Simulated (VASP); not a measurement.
# FeO (R-3m) in VASP: notebook

FeO is run at these levels: LDA+U; tasks: single point.

Everything below comes from runs of VASP 6.6.1. Logs are shortened: lines on timing, memory, paths and dates and some standing lists are left out, and cuts for length are marked.

## Step 1: The cell of the first run

The structure is trigonal, space group R-3m (No. 166). The conventional cell has a = 3.035 Å, b = 3.035 Å, c = 7.547 Å, α = 90.00°, β = 90.00°, γ = 120.00°. Within 2.9 Å of Fe (site symmetry -3m) lie 6 O at 2.16 Å. Within 2.9 Å of O (site symmetry -3m) lie 6 Fe at 2.16 Å.

## Step 2: Single point, LDA+U, collinear spin, ferromagnetic start

Contents of INCAR:

```
SYSTEM = FeO
  PREC = Accurate
  ENCUT = 520
  EDIFF = 1E-6
  ISMEAR = -1
  SIGMA = 0.05
  LREAL = .FALSE.
  LASPH = .TRUE.
  NELM = 150
  ALGO = Normal
  ISIF = 2
  LWAVE = .FALSE.
  LCHARG = .FALSE.
  ISPIN = 2
  MAGMOM = 3 0
  LORBIT = 11
  LMAXMIX = 4
  LDAU = .TRUE.
  LDAUTYPE = 2
  LDAUL = 2 -1
  LDAUU = 1 0
  LDAUJ = 0 0
  LDAUPRINT = 1
  GGA = CA
  NBANDS = 18
```

Contents of KPOINTS:

```
Automatic mesh
0
G
  11 11 11
  0 0 0
```

Contents of POSCAR:

```
FeO
1.0
    1.5176821100      0.8762341800      2.5157945800
   -1.5176821100      0.8762341800      2.5157945800
    0.0000000000     -1.7524683500      2.5157945800
Fe O
1 1
Direct
    0.0000000000      0.0000000000      0.0000000000
    0.5000000000      0.5000000000      0.5000000000
```

Potentials or basis: VASP PAW LDA potentials, release 64 (Fe, O).

On the command line:

```bash
cat potpaw_LDA.64/Fe/POTCAR potpaw_LDA.64/O/POTCAR > POTCAR
mpirun -np 1 vasp_std > vasp.out
```

OUTCAR:

```text
SYSTEM = FeO
   PREC = Accurate
   ENCUT = 520
   EDIFF = 1E-6
   ISMEAR = -1
   LREAL = .FALSE.
   LASPH = .TRUE.
   NELM = 150
   ISIF = 2
   ISPIN = 2
   LORBIT = 11
   GGA = CA

 ion  position               nearest neighbor table
   1  0.000  0.000  0.000-   2 2.16   2 2.16   2 2.16   2 2.16   2 2.16   2 2.16
   2  0.500  0.500  0.500-   1 2.16   1 2.16   1 2.16   1 2.16   1 2.16   1 2.16

  LATTYP: Found a trigonal (rhomboedric) cell.
 ALAT       =     3.0660019070
 COS(alpha) =     0.5099427872

  Lattice vectors:

 A1 = (   1.5176821100,   0.8762341800,   2.5157945800)
 A2 = (  -1.5176821100,   0.8762341800,   2.5157945800)
 A3 = (   0.0000000000,  -1.7524683500,   2.5157945800)

Analysis of symmetry for initial positions (statically):
=====================================================================
 Subroutine PRICEL returns:
 Original cell was already a primitive cell.

 Routine SETGRP: Setting up the symmetry group for a
 trigonal (rhombohedral) supercell.

 Subroutine GETGRP returns: Found 12 space group operations
 (whereof 12 operations were pure point group operations)
 out of a pool of 12 trial point group operations.

The static configuration has the point symmetry D_3d.
[... 5 lines left out ...]

 Routine SETGRP: Setting up the symmetry group for a
 trigonal (rhombohedral) supercell.

 Subroutine GETGRP returns: Found 12 space group operations
 (whereof 12 operations were pure point group operations)
 out of a pool of 12 trial point group operations.

The dynamic configuration has the point symmetry D_3d.

Analysis of structural, dynamic, and magnetic symmetry:
=====================================================================
 Subroutine PRICEL returns:
 Original cell was already a primitive cell.

 Routine SETGRP: Setting up the symmetry group for a
 trigonal (rhombohedral) supercell.
[... 167 lines left out ...]

  o =  0.1535  v =  0.0000  0.0000  0.0000  0.0000  0.0000  0.5641  0.0000 -0.0000 -0.8257  0.0000      0.0000  0.0000  0.0000  0.0000  0.0000  0.0000  0.0000  0.0000  0.0000  0.0000
  o =  0.1535  v =  0.0000  0.0000  0.0000  0.0000  0.0000  0.0000 -0.8257 -0.0000  0.0000  0.5641      0.0000  0.0000  0.0000  0.0000  0.0000  0.0000  0.0000  0.0000  0.0000  0.0000
  o =  0.3186  v =  0.0000  0.0000  0.0000  0.0000  0.0000  0.0000 -0.0000  1.0000 -0.0000 -0.0000      0.0000  0.0000  0.0000  0.0000  0.0000  0.0000  0.0000  0.0000  0.0000  0.0000
  o =  0.3225  v =  0.0000  0.0000  0.0000  0.0000  0.0000  0.0000 -0.5641 -0.0000 -0.0000 -0.8257      0.0000  0.0000  0.0000  0.0000  0.0000  0.0000  0.0000  0.0000  0.0000  0.0000
  o =  0.3225  v =  0.0000  0.0000  0.0000  0.0000  0.0000 -0.8257  0.0000 -0.0000 -0.5641  0.0000      0.0000  0.0000  0.0000  0.0000  0.0000  0.0000  0.0000  0.0000  0.0000  0.0000
  o =  0.9528  v =  0.0000 -0.5689  0.0000  0.0000 -0.8224  0.0000  0.0000  0.0000  0.0000  0.0000      0.0000  0.0000  0.0000  0.0000  0.0000  0.0000  0.0000  0.0000  0.0000  0.0000
  o =  0.9528  v = -0.8224 -0.0000  0.0000 -0.5689 -0.0000  0.0000  0.0000  0.0000  0.0000  0.0000      0.0000  0.0000  0.0000  0.0000  0.0000  0.0000  0.0000  0.0000  0.0000  0.0000
  o =  0.9532  v =  0.0000  0.0000  1.0000  0.0000  0.0000  0.0000  0.0000  0.0000  0.0000  0.0000      0.0000  0.0000  0.0000  0.0000  0.0000  0.0000  0.0000  0.0000  0.0000  0.0000
  o =  0.9971  v =  0.5689 -0.0000  0.0000 -0.8224 -0.0000  0.0000  0.0000  0.0000  0.0000  0.0000      0.0000  0.0000  0.0000  0.0000  0.0000  0.0000  0.0000  0.0000  0.0000  0.0000
  o =  0.9971  v =  0.0000  0.8224 -0.0000  0.0000 -0.5689  0.0000  0.0000  0.0000  0.0000  0.0000      0.0000  0.0000  0.0000  0.0000  0.0000  0.0000  0.0000  0.0000  0.0000  0.0000

 number of electron      13.9999999 magnetization       4.0001885

 Free energy of the ion-electron system (eV)
  ---------------------------------------------------
  ext. energy  EPLUGINS =         0.00000000
  ---------------------------------------------------
  free energy    TOTEN  =       -15.86473827 eV

  energy without entropy =      -15.85300758  energy(sigma->0) =      -15.85887292

 E-fermi :   5.9212     XC(G=0): -12.6075

 val. band max:        5.9198945885   @ k =  -0.4545   0.1818  -0.0000
 cond. band min:       5.9282845563   @ k =   0.2727   0.1818   0.1818
 fundamental gap:      0.0083899677
 Fermi energy:         5.9211801657

 spin component 1

 k-point     1 :       0.0000    0.0000    0.0000
  band No.  band energies     occupation
      1     -14.4977      1.00000
      2       1.6533      1.00000
      3       1.7161      1.00000
      4       1.7161      1.00000
      5       1.8959      1.00000
      6       1.8959      1.00000
[... 1001 lines left out ...]
     17      33.2926      0.00000
     18      34.9995      0.00000

 [... further k-points ...]

------------------------ aborting loop because EDIFF is reached ----------------------------------------

  FORCE on cell =-STRESS in cart. coord.  units (eV):
  Direction    XX          YY          ZZ          XY          YZ          ZX
  --------------------------------------------------------------------------------------
  -------------------------------------------------------------------------------------
  Total       -1.9274455     -1.9274455     -2.0678038      0.0000000     -0.0000000     -0.0000000
  in kB     -153.8385808   -153.8385815   -165.0412412      0.0000000     -0.0000002     -0.0000000
  external PRESSURE =    -157.5728012 kB  Pullay stress =       0.0000000 kB

 VOLUME and BASIS-vectors are now :
 -----------------------------------------------------------------------------
  energy-cutoff  :      520.00
  volume of cell :       20.07
      direct lattice vectors                 reciprocal lattice vectors
     1.517682110  0.876234180  2.515794580     0.329449755  0.190207905  0.132496244
    -1.517682110  0.876234180  2.515794580    -0.329449755  0.190207905  0.132496244
     0.000000000 -1.752468350  2.515794580     0.000000000 -0.380415809  0.132496245

 POSITION                                       TOTAL-FORCE (eV/Angst)
 -----------------------------------------------------------------------------------
      0.00000      0.00000      0.00000        -0.000000     -0.000000     -0.000000
      0.00000      0.00000      3.77369         0.000000      0.000000      0.000000
 -----------------------------------------------------------------------------------
    total drift:                               -0.000000      0.000000     -0.000000

  FREE ENERGIE OF THE ION-ELECTRON SYSTEM (eV)
  ---------------------------------------------------
  free  energy   TOTEN  =       -15.8647382691 eV

  energy  without entropy=      -15.8530075807  energy(sigma->0) =      -15.85887292

 total charge

# of ion       s       p       d       tot
------------------------------------------
    1        0.294   0.365   6.101   6.760
    2        1.543   3.414   0.000   4.957
--------------------------------------------------
tot          1.837   3.779   6.101  11.717

 magnetization (x)

# of ion       s       p       d       tot
------------------------------------------
    1        0.024   0.021   3.582   3.626
    2        0.028   0.265   0.000   0.293
--------------------------------------------------
tot          0.052   0.285   3.582   3.919
```

OSZICAR:

```text
N       E                     dE             d eps       ncg     rms          rms(c)
DAV:   1     0.664386458365E+02    0.66439E+02   -0.66670E+03 11490   0.913E+02
DAV:   2    -0.135387324625E+02   -0.79977E+02   -0.67894E+02 10750   0.204E+02
DAV:   3    -0.181169951093E+02   -0.45783E+01   -0.44232E+01 12350   0.522E+01
DAV:   4    -0.181534135660E+02   -0.36418E-01   -0.36396E-01 12578   0.442E+00
DAV:   5    -0.181536818721E+02   -0.26831E-03   -0.26829E-03 12728   0.395E-01    0.178E+01
DAV:   6    -0.164348571688E+02    0.17188E+01   -0.13993E+01 14070   0.579E+01    0.213E+01
DAV:   7    -0.159058404497E+02    0.52902E+00   -0.22914E+00 13268   0.317E+01    0.990E+00
DAV:   8    -0.158884570897E+02    0.17383E-01   -0.15798E-01 11716   0.289E+00    0.530E+00
DAV:   9    -0.158652456678E+02    0.23211E-01   -0.30559E-02 16646   0.259E+00    0.607E-01
DAV:  10    -0.158647991731E+02    0.44649E-03   -0.32714E-03 15602   0.128E+00    0.117E-01
DAV:  11    -0.158647496937E+02    0.49479E-04   -0.11148E-03 15464   0.435E-01    0.612E-02
DAV:  12    -0.158647368398E+02    0.12854E-04   -0.73760E-05 15974   0.108E-01    0.300E-02
DAV:  13    -0.158647387290E+02   -0.18892E-05   -0.12829E-05 12968   0.320E-02    0.131E-02
DAV:  14    -0.158647382691E+02    0.45990E-06   -0.38894E-07  6512   0.870E-03
   1 F= -.15864738E+02 E0= -.15858873E+02  d E =-.117307E-01  mag=     4.0001
```

It took 36 s on 1 thread of Intel Xeon 6975P-C (Granite Rapids), shared host; peak memory 0.18 GiB.

What came out:

```
Free energy                                           : -15.8647 eV
Pressure                                              : -15.8 GPa
Band gap on the k mesh                                : zero (filled and empty bands overlap)
Net moment                                            : 4.00 μB per cell
Site moments                                          : Fe +3.63; O +0.29 μB
Valence electrons inside the program's atomic spheres : Fe 6.76; O 4.96
```

Stress tensor (GPa, compression positive):
```
-15.38   0.00   0.00
  0.00 -15.38   0.00
  0.00   0.00 -16.50
```

Eigenvalues of the final occupation matrices:
```csv
site,spin,trace,eigenvalues
site 1 d,1,4.85,0.95 0.95 0.95 1.00 1.00
site 1 d,2,1.27,0.15 0.15 0.32 0.32 0.32
```

Caveat: a cell with one magnetic atom can't hold antiferromagnetic order, which such compounds often take.

## Step 3: Single point, LDA+U, collinear spin, ferromagnetic start

Contents of INCAR:

```
PREC = Accurate
ENCUT = 520
EDIFF = 1E-6
ISMEAR = -1
SIGMA = 0.05
LREAL = False
LASPH = True
NELM = 150
ALGO = Normal
ISIF = 2
LWAVE = False
LCHARG = True
ISPIN = 2
MAGMOM = 3 0
LORBIT = 11
LMAXMIX = 4
LDAU = True
LDAUTYPE = 2
LDAUL = 2 -1
LDAUU = 3 0
LDAUJ = 0 0
LDAUPRINT = 1
LELF = True
LVHAR = True
NBANDS = 18
```

Contents of KPOINTS:

```
regular mesh
0
Gamma
  11 11 11
```

POSCAR is that of step 2.

Potentials or basis: VASP PAW LDA potentials, release 64 (Fe, O).

On the command line:

```bash
cat potpaw_LDA.64/Fe/POTCAR potpaw_LDA.64/O/POTCAR > POTCAR
mpirun -np 1 vasp_std > vasp.out
```

Wall time 42 s (1 thread of Intel Xeon 6975P-C (Granite Rapids), shared host); peak memory 0.19 GiB.

Results (log left out):

| Quantity | Value |
| --- | --- |
| Free energy | -14.8520 eV |
| Pressure | -15.9 GPa |
| Band gap on the k mesh | zero (filled and empty bands overlap) |
| Net moment | 4.00 μB per cell |
| Site moments | Fe +3.73; O +0.24 μB |
| Valence electrons inside the program's atomic spheres | Fe 6.76; O 4.97 |

Stress tensor (GPa, compression positive):
```
-15.46   0.00   0.00
  0.00 -15.46   0.00
  0.00   0.00 -16.68
```

Levels at points of the mesh, in eV from the Fermi level:
Spin up:
```
           k point  band 6  band 7  band 8  band 9  band 10  band 11  band 12  band 13
(0.00, 0.00, 0.00)   -5.42   -3.98   -3.88   -3.88    -0.10    15.04    15.38    15.76
```
Spin down:
```csv
k point,band 3,band 4,band 5,band 6,band 7,band 8
"(0.00, 0.00, 0.00)",-3.40,-3.40,-0.80,-0.71,-0.71,0.55
```

Eigenvalues of the final occupation matrices:
| site | spin | trace | eigenvalues |
| --- | --- | --- | --- |
| site 1 d | 1 | 4.90 | 0.96 0.96 0.96 1.01 1.01 |
| site 1 d | 2 | 1.22 | 0.13 0.13 0.32 0.32 0.32 |

Caveat: a cell with one magnetic atom can't hold antiferromagnetic order, which such compounds often take. The state reached can hang on the start; a lower one may exist.

[end of part 1 of 2]
